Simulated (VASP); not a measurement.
B, 2 atoms in the cell. The typed cell holds 2 atoms: a = 6.060 Å, b = 6.060 Å, c = 2.940 Å, α = 90.00°, β = 90.00°, γ = 164.45°. 

* Program: VASP 6.6.1
* Task: single point
* Functional: RPBE
* Potentials or basis: VASP PAW PBE potentials, release 64 (B)
* Cutoff: 520 eV
* k mesh: 22 × 22 × 12
* Occupations: fermi-dirac, width 0.1 eV
* Spin: no spin polarisation
* Dipole correction: no
* Further INCAR settings: ALGO = Normal; EDIFF = 1e-06; NBANDS = 10

Potentials or basis: VASP PAW PBE potentials, release 64 (B).

Launch:

```sh
$ cat potpaw_PBE.64/B/POTCAR > POTCAR
$ mpirun -np 1 vasp_std > vasp.out
```

Hardware: 1 thread of Intel(R) Xeon(R) 6975P-C (Granite Rapids) (shared host).

**Question.** Estimate the wall time of this run.

**Answer.** Wall time 5.2 min on 1 thread of Intel(R) Xeon(R) 6975P-C (Granite Rapids), with other jobs on the host, peak memory 0.5 GiB. Counts: scf iterations 13, k points 1531.
